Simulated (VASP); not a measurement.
# TiO2 (P4_2/mnm) in VASP: further runs

The runs below take TiO2 through relaxation of shape and atoms at fixed volume, single point, with PBE.

Everything below comes from runs of VASP 6.6.1. Logs are shortened: lines on timing, memory, paths and dates and some standing lists are left out, and cuts for length are marked.

### Step 1. The cell of the first run

The structure is tetragonal, space group P4_2/mnm (No. 136). Conventional cell: a = 4.821 Å, b = 4.821 Å, c = 3.024 Å, α = 90.00°, β = 90.00°, γ = 90.00°. Within 2.6 Å of Ti (site symmetry mmm) lie 6 O at 2.00 to 2.10 Å. Within 2.7 Å of O (site symmetry m2m) lie 3 Ti at 2.00 to 2.10 Å and 1 O at 2.62 Å.

### Step 2. Relaxation of shape and atoms at fixed volume, PBE (11.72 Å³/atom)

Contents of INCAR:

```
PREC = Accurate ; ENCUT = 600
EDIFF = 1E-6 ; ISMEAR = 0
SIGMA = 0.02 ; LREAL = False
LASPH = True ; NELM = 60
ALGO = Normal ; ISIF = 4
LWAVE = False ; LCHARG = False
GGA = PE ; IBRION = 2
NSW = 50 ; EDIFFG = -0.01
```

Contents of KPOINTS:

```
regular mesh
0
Gamma
  6 6 10
```

Contents of POSCAR:

```
TiO2
1.0
    4.8210686370      0.0000000000      0.0000000000
    0.0000000000      4.8210686370      0.0000000000
    0.0000000000      0.0000000000      3.0242367200
Ti O
2 4
Direct
    0.0000000000      0.0000000000      0.0000000000
    0.5000000000      0.5000000000      0.5000000000
    0.3081744817      0.3081744817      0.0000000000
    0.1918255183      0.8081744817      0.5000000000
    0.6918255183      0.6918255183      0.0000000000
    0.8081744817      0.1918255183      0.5000000000
```

Potentials or basis: VASP PAW PBE potentials, release 64 (Ti_sv, O).

Launch:

```
> cat potpaw_PBE.64/Ti_sv/POTCAR potpaw_PBE.64/O/POTCAR > POTCAR
> mpirun -np 1 vasp_std > vasp.out
```

OUTCAR:

```text
PREC = Accurate
   ENCUT = 600
   EDIFF = 1E-6
   ISMEAR = 0
   LREAL = False
   LASPH = True
   NELM = 60
   ISIF = 4
   GGA = PE
   IBRION = 2
   NSW = 50
   EDIFFG = -0.01

 ion  position               nearest neighbor table
   1  0.000  0.000  0.000-   4 2.00   6 2.00   4 2.00   6 2.00   5 2.10   3 2.10
   2  0.500  0.500  0.500-   3 2.00   5 2.00   3 2.00   5 2.00   4 2.10   6 2.10
   3  0.308  0.308  0.000-   2 2.00   2 2.00   1 2.10
   4  0.192  0.808  0.500-   1 2.00   1 2.00   2 2.10
   5  0.692  0.692  0.000-   2 2.00   2 2.00   1 2.10
   6  0.808  0.192  0.500-   1 2.00   1 2.00   2 2.10

  LATTYP: Found a simple tetragonal cell.
 ALAT       =     4.8210686370
 C/A-ratio  =     0.6272959270

  Lattice vectors:

 A1 = (   4.8210686370,   0.0000000000,   0.0000000000)
 A2 = (   0.0000000000,   4.8210686370,   0.0000000000)
 A3 = (   0.0000000000,   0.0000000000,   3.0242367200)

Analysis of symmetry for initial positions (statically):
=====================================================================
 Subroutine PRICEL returns:
 Original cell was already a primitive cell.

 Routine SETGRP: Setting up the symmetry group for a
 simple tetragonal supercell.

 Subroutine GETGRP returns: Found 16 space group operations
 (whereof  8 operations were pure point group operations)
 out of a pool of 16 trial point group operations.

The static configuration has the point symmetry D_2h.
 The point group associated with its full space group is D_4h.

Analysis of symmetry for dynamics (positions and initial velocities):
=====================================================================
 Subroutine PRICEL returns:
 Original cell was already a primitive cell.

 Routine SETGRP: Setting up the symmetry group for a
 simple tetragonal supercell.

 Subroutine GETGRP returns: Found 16 space group operations
 (whereof  8 operations were pure point group operations)
 out of a pool of 16 trial point group operations.

The dynamic configuration has the point symmetry D_2h.
 The point group associated with its full space group is D_4h.

 Subroutine INISYM returns: Found 16 space group operations
 (whereof  8 operations are pure point group operations),
 and found     1 'primitive' translations

----------------------------------------------------------------------------------------

                                     Primitive cell

  volume of cell :      70.2914

  direct lattice vectors                    reciprocal lattice vectors
[... 104 lines left out ...]
   TEBEG  =    0.0;   TEEND  =   0.0 temperature during run
   PSTRESS=    0.0 pullay stress
   NELECT =      48.0000    total number of electrons
   NUPDOWN=      -1.0000    fix difference up-down
   EMIN   =  10.00;   EMAX   =-10.00  energy-range for DOS
   EFERMI =   0.00;   METHOD = LEGACY
   ISMEAR =     0;   SIGMA  =   0.02  broadening in eV -4-tet -1-fermi 0-gaus
   EFERMI_NEDOS =   21; number of points for ismear=-14 and -15
   IALGO  =     38    algorithm
   IMIX   =      4    mixing-type and parameters
     AMIX     =   0.40;   BMIX     =  1.00
     AMIX_MAG =   1.60;   BMIX_MAG =  1.00
  volume/ion in A,a.u.               =      11.72        79.06
  Fermi-wavevector in a.u.,A,eV,Ry     =   1.441632  2.724290 28.277030  2.078303
  Thomas-Fermi vector in A             =   2.560243
   LORBIT       =      0    0 simple, 1 ext, 2 COOP (PROOUT), +10 PAW based schemes
   GGA     = PE    functional components
   LHFCALC =     F    Hartree Fock is set to
   AEXX    =    0.0000 exact exchange contribution
   IVDW    =     0    specifies the selected vdW correction
   LEPSILON=     F    determine dielectric tensor
   LRPA    =     F    only Hartree local field effects (RPA)
 conjugate gradient relaxation of ions
 non-spin polarized calculation
 Gauss-broadening in eV      SIGMA  =   0.02
  energy-cutoff  :      600.00
  volume of cell :       70.29
 maximum number of plane-waves:      2385
 NGX is ok and might be reduce to    40
   NGX = 19   NGY = 19   NGZ = 13

--------------------------------------- Ionic step        1  -------------------------------------------

 number of electron      48.0000012 magnetization

 Free energy of the ion-electron system (eV)
  ---------------------------------------------------
  ext. energy  EPLUGINS =         0.00000000
  ---------------------------------------------------
  free energy    TOTEN  =       -53.37723779 eV

  energy without entropy =      -53.37723779  energy(sigma->0) =      -53.37723779

------------------------ aborting loop because EDIFF is reached ----------------------------------------

  FORCE on cell =-STRESS in cart. coord.  units (eV):
  Direction    XX          YY          ZZ          XY          YZ          ZX
  --------------------------------------------------------------------------------------
  -------------------------------------------------------------------------------------
  Total       -6.5873909     -6.5873909     -7.4810435      0.0000000      0.0000000      0.0000000
  in kB     -150.1487097   -150.1487097   -170.5180485      0.0000000      0.0000000      0.0000000
  external PRESSURE =    -156.9384893 kB  Pullay stress =       0.0000000 kB
[... 67 lines left out ...]
--------------------------------------- Ionic step        3  -------------------------------------------

 number of electron      47.9999995 magnetization

 Free energy of the ion-electron system (eV)
  ---------------------------------------------------
  ext. energy  EPLUGINS =         0.00000000
  ---------------------------------------------------
  free energy    TOTEN  =       -53.38721328 eV

  energy without entropy =      -53.38721328  energy(sigma->0) =      -53.38721328

 E-fermi :   3.5156     XC(G=0): -10.7608

 val. band max:        3.4155710112   @ k =   0.0000   0.0000   0.1000
 cond. band min:       5.3155037807   @ k =   0.0000   0.0000   0.0000
 fundamental gap:      1.8999327695
 Fermi energy:         3.5155825642

 k-point     1 :       0.0000    0.0000    0.0000
  band No.  band energies     occupation
      1     -53.5622      2.00000
      2     -53.5540      2.00000
      3     -29.7878      2.00000
      4     -29.7878      2.00000
      5     -29.6917      2.00000
      6     -29.6917      2.00000
[... 733 lines left out ...]
     27       6.4628      0.00000
     28       6.4628      0.00000

 [... further k-points ...]

------------------------ aborting loop because EDIFF is reached ----------------------------------------

  FORCE on cell =-STRESS in cart. coord.  units (eV):
  Direction    XX          YY          ZZ          XY          YZ          ZX
  --------------------------------------------------------------------------------------
  -------------------------------------------------------------------------------------
  Total       -6.2331350     -6.2331350     -6.2429482      0.0000000      0.0000000      0.0000000
  in kB     -142.0740309   -142.0740309   -142.2977066      0.0000000      0.0000000      0.0000000
  external PRESSURE =    -142.1485895 kB  Pullay stress =       0.0000000 kB
[... 21 lines left out ...]
  FREE ENERGIE OF THE ION-ELECTRON SYSTEM (eV)
  ---------------------------------------------------
  free  energy   TOTEN  =       -53.3872132841 eV

  energy  without entropy=      -53.3872132841  energy(sigma->0) =      -53.38721328

 reached required accuracy - stopping structural energy minimisation
```

Run time: 1.8 min. Hardware: 1 thread of Intel Xeon 6975P-C (Granite Rapids), shared host; peak memory 0.26 GiB.

Results:

```
Free energy                  : -53.3872 eV
Energy gained by relaxing    : 1.7 meV/atom
Ionic steps                  : 3
Pressure after relaxing      : -14.2 GPa
Largest force after relaxing : 0.004 eV/Å
Band gap on the k mesh       : 1.90 eV
```

Forces on the atoms (eV/Å):
```
Ti   0.000  0.000  0.000
Ti   0.000  0.000  0.000
O    0.003  0.003  0.000
O   -0.003  0.003  0.000
O   -0.003 -0.003  0.000
O    0.003 -0.003  0.000
```

The path:
| step | energy change (eV) | largest force (eV/Å) | pressure (GPa) | volume (Å³) |
| --- | --- | --- | --- | --- |
| 1 | 0.0000 | 0.1981 | -15.69 | 70.29 |
| 2 | -0.0084 | 0.0806 | -14.81 | 70.29 |
| 3 | -0.0100 | 0.0036 | -14.21 | 70.29 |

Final structure:
```yaml
crystal:
  lattice:
    - [4.83991, 0.00000, 0.00000]
    - [0.00000, 4.83991, 0.00000]
    - [0.00000, 0.00000, 3.00073]
  atoms:
    - { symbol: Ti, position: [0.00000, 0.00000, 0.00000] }
    - { symbol: Ti, position: [0.50000, 0.50000, 0.50000] }
    - { symbol: O, position: [0.31045, 0.31045, 0.00000] }
    - { symbol: O, position: [0.18955, 0.81045, 0.50000] }
    - { symbol: O, position: [0.68955, 0.68955, 0.00000] }
    - { symbol: O, position: [0.81045, 0.18955, 0.50000] }
```

### Step 3. Single point, PBE (9.37 Å³/atom)

This run uses another cell than the first one, of 9.37 Å³/atom.

Contents of INCAR:

```
SYSTEM = TiO2
  ALGO = Normal
  EDIFF = 1E-7
  ENCUT = 520
  GGA = PE
  ISIF = 2
  ISMEAR = 0
  LASPH = .TRUE.
  LCHARG = .FALSE.
  LREAL = .FALSE.
  LWAVE = .FALSE.
  NBANDS = 33
  NELM = 80
  PREC = Accurate
  SIGMA = 0.02
```

Contents of KPOINTS:

```
k-points
0
G
  6 6 10
  0 0 0
```

Contents of POSCAR:

```
TiO2
1.0
    4.4142249127      0.0000000000      0.0000000000
    0.0000000000      4.4142249127      0.0000000000
    0.0000000000      0.0000000000      2.8859146534
Ti O
2 4
Direct
    0.0000000000      0.0000000000      0.0000000000
    0.5000000000      0.5000000000      0.5000000000
    0.3017903984      0.3017903984      0.0000000000
    0.1982096016      0.8017903984      0.5000000000
    0.6982096016      0.6982096016      0.0000000000
    0.8017903984      0.1982096016      0.5000000000
```

Potentials or basis: VASP PAW PBE potentials, release 64 (Ti_sv, O).

Launch:

```
> cat potpaw_PBE.64/Ti_sv/POTCAR potpaw_PBE.64/O/POTCAR > POTCAR
> mpirun -np 1 vasp_std > vasp.out
```

It took 5.4 min on 1 thread of Intel Xeon 8259CL, shared host; peak memory 0.23 GiB.

The run converged. Its results:

```
Free energy            : -52.8753 eV
Pressure               : 36.5 GPa
Largest force          : 0.013 eV/Å
Band gap on the k mesh : 1.99 eV
```

Forces in eV/Å, atoms in the order of the input:
```
Ti   0.000  0.000  0.000
Ti   0.000  0.000  0.000
O   -0.009 -0.009  0.000
O    0.009 -0.009  0.000
O    0.009  0.009  0.000
O   -0.009  0.009  0.000
```

Stress tensor (GPa, compression positive):
```
36.46  0.00  0.00
 0.00 36.46  0.00
 0.00  0.00 36.73
```

Levels at points of the mesh, in eV from the valence-band top:
```tsv
k point	band 22	band 23	band 24	band 25	band 26	band 27
(0.00, 0.00, 0.00)	-0.51	-0.51	0.00	1.99	2.31	2.55
(0.50, 0.00, 0.00)	-1.93	-0.87	-0.87	2.79	2.79	3.43
(0.50, 0.50, 0.00)	-1.47	-1.15	-1.15	2.04	2.04	2.74
(0.00, 0.00, 0.50)	-2.90	-1.51	-1.51	3.40	3.40	3.49
(0.50, 0.00, 0.50)	-2.27	-1.23	-1.23	2.06	2.06	3.52
(0.50, 0.50, 0.50)	-1.60	-0.68	-0.68	2.90	2.90	3.52
```

Caveat: the cell stands under pressure. A k mesh can miss the band edges.

### Step 4. Single point, PBE (9.69 Å³/atom)

This run uses another cell than the first one, of 9.69 Å³/atom.

Contents of INCAR:

```
PREC = Accurate
ENCUT = 520
EDIFF = 1E-6
ISMEAR = 0
SIGMA = 0.02
LREAL = F
LASPH = T
NELM = 80
ALGO = Normal
ISIF = 2
LWAVE = F
LCHARG = F
GGA = PE
NBANDS = 33
```

Contents of KPOINTS:

```
Automatic mesh
0
Gamma
  6 6 10
```

Contents of POSCAR:

```
TiO2
1.0
    4.4719217766      0.0000000000      0.0000000000
    0.0000000000      4.4719217766      0.0000000000
    0.0000000000      0.0000000000      2.9077878802
Ti O
2 4
Direct
    0.0000000000      0.0000000000      0.0000000000
    0.5000000000      0.5000000000      0.5000000000
    0.3023182102      0.3023182102      0.0000000000
    0.1976817898      0.8023182102      0.5000000000
    0.6976817898      0.6976817898      0.0000000000
    0.8023182102      0.1976817898      0.5000000000
```

Launch:

```
> cat potpaw_PBE.64/Ti_sv/POTCAR potpaw_PBE.64/O/POTCAR > POTCAR
> mpirun -np 1 vasp_std > vasp.out
```

Run time: 5.1 min. Hardware: 1 thread of Intel Xeon 8259CL, shared host; peak memory 0.23 GiB.

Results (log left out):

| Quantity | Value |
| --- | --- |
| Free energy | -53.2453 eV |
| Pressure | 25.2 GPa |
| Largest force | 0.012 eV/Å |
| Band gap on the k mesh | 1.93 eV |

Forces in eV/Å, atoms in the order of the input:
```
Ti   0.000  0.000  0.000
Ti   0.000  0.000  0.000
O   -0.008 -0.008  0.000
O    0.008 -0.008  0.000
O    0.008  0.008  0.000
O   -0.008  0.008  0.000
```

Stress tensor (GPa, compression positive):
```
25.05  0.00  0.00
 0.00 25.05  0.00
 0.00  0.00 25.36
```

Levels at points of the mesh, in eV from the valence-band top:
```csv
k point,band 21,band 22,band 23,band 24,band 25,band 26,band 27,band 28
"(0.00, 0.00, 0.00)",-0.77,-0.50,-0.50,0.00,1.93,2.23,2.48,2.63
"(0.50, 0.00, 0.00)",-1.85,-1.85,-0.83,-0.83,2.68,2.68,3.28,3.28
"(0.50, 0.50, 0.00)",-1.43,-1.43,-1.15,-1.15,1.97,1.97,2.66,2.66
"(0.00, 0.00, 0.50)",-2.76,-2.76,-1.49,-1.49,3.25,3.25,3.38,3.38
"(0.50, 0.00, 0.50)",-2.20,-2.20,-1.18,-1.18,2.00,2.00,3.40,3.40
"(0.50, 0.50, 0.50)",-1.51,-1.51,-0.68,-0.68,2.79,2.79,3.39,3.39
```

Caveat: the cell stands under pressure.

### Step 5. Overview

```tsv
task	cell	cutoff (eV)	gap on the mesh (eV)	pressure (GPa)	largest force (eV/Å)
relaxation of shape and atoms at fixed volume	relaxed from a = 4.821, b = 4.821, c = 3.024 Å, 6 atoms, atomic positions A	600	1.90	-14.2	-
single point	a = 4.414, b = 4.414, c = 2.886 Å, 6 atoms, atomic positions B	520	1.99	36.5	0.01
single point	a = 4.472, b = 4.472, c = 2.908 Å, 6 atoms, atomic positions C	520	1.93	25.2	0.01
```

Alike in all rows: level PBE; potentials or basis VASP PAW PBE potentials, release 64 (Ti_sv, O); no spin polarisation; k mesh 6 × 6 × 10; smearing gaussian 0.02 eV.

Caveats: the cell stands under pressure (at least some runs).

Absolute energies hang on the potentials; compare differences alone.
